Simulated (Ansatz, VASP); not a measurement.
**Ti16SiO32 in VASP and in Ansatz**

```
CELL_PARAMETERS angstrom
-4.58900 -4.84900 0.00000
4.58900 -4.84900 0.00000
-1.41640 0.00000 9.36550
ATOMIC_POSITIONS crystal
Ti 0.34165 0.62518 0.10355
Ti 0.87109 0.58463 0.13968
Ti 0.68691 0.38326 0.39368
Ti 0.09978 0.45161 0.33644
Ti 0.33870 0.62167 0.61075
Ti 0.86630 0.58797 0.64634
Ti 0.66222 0.38599 0.89267
Ti 0.12994 0.40925 0.85769
Ti 0.83146 0.11358 0.10275
Ti 0.36458 0.09362 0.13959
Ti 0.16925 0.88734 0.40851
Ti 0.64258 0.90417 0.35027
Ti 0.84287 0.11351 0.60648
Ti 0.37464 0.05359 0.65865
Ti 0.16240 0.88072 0.89947
Ti 0.63912 0.91366 0.85724
O 0.26683 0.36958 0.14916
O 0.60666 0.52621 0.09716
O 0.74416 0.63736 0.34714
O 0.39018 0.45935 0.40470
O 0.89821 0.32576 0.23875
O 0.08627 0.64871 0.00280
O 0.10043 0.69791 0.24833
O 0.92275 0.35184 0.49527
O 0.26671 0.34167 0.63406
O 0.60864 0.51235 0.60006
O 0.73267 0.64367 0.85004
O 0.39315 0.47835 0.89563
O 0.90391 0.33447 0.74414
O 0.08615 0.65549 0.50565
O 0.10073 0.65734 0.75521
O 0.91679 0.34619 0.99218
O 0.76952 0.85767 0.15237
O 0.10607 0.02516 0.09710
O 0.20440 0.16340 0.34286
O 0.89008 0.98257 0.40928
O 0.40035 0.85105 0.25009
O 0.58276 0.15574 0.00439
O 0.59076 0.16933 0.25789
O 0.43159 0.82079 0.49883
O 0.76345 0.85365 0.65261
O 0.10234 0.01032 0.61150
O 0.23022 0.13942 0.85015
O 0.89436 0.97705 0.90255
O 0.40510 0.81564 0.75624
O 0.57565 0.15333 0.50265
O 0.60174 0.16469 0.75423
O 0.41846 0.85375 0.99762
Si 0.34350 0.24061 0.46699
```

Alike in both runs: functional PBE; k mesh 2 × 2 × 1; occupations gaussian, width 0.02 eV; no spin polarisation.

Ansatz relaxed the structure, and its values are those at the end. VASP's run is a single point on that final structure, the one shown.

```csv
,VASP,Ansatz
version,VASP 6.6.1,Ansatz 0.2.0
potentials or method,"VASP PAW PBE potentials, release 64 (Ti_sv, O, Si), cutoff 520 eV","scalar-relativistic, plane waves, PAW"
valence electrons in the cell,388,388
```

|  | VASP | Ansatz | Ansatz less VASP |
| --- | --- | --- | --- |
| rms of the force components (eV/Å) | 0.022 | 0.008 | -0.0141 |

The functional is the same, so the differences come from potentials, cutoffs and numerics.

The k mesh is coarse, so the values compare programs but aren't converged.
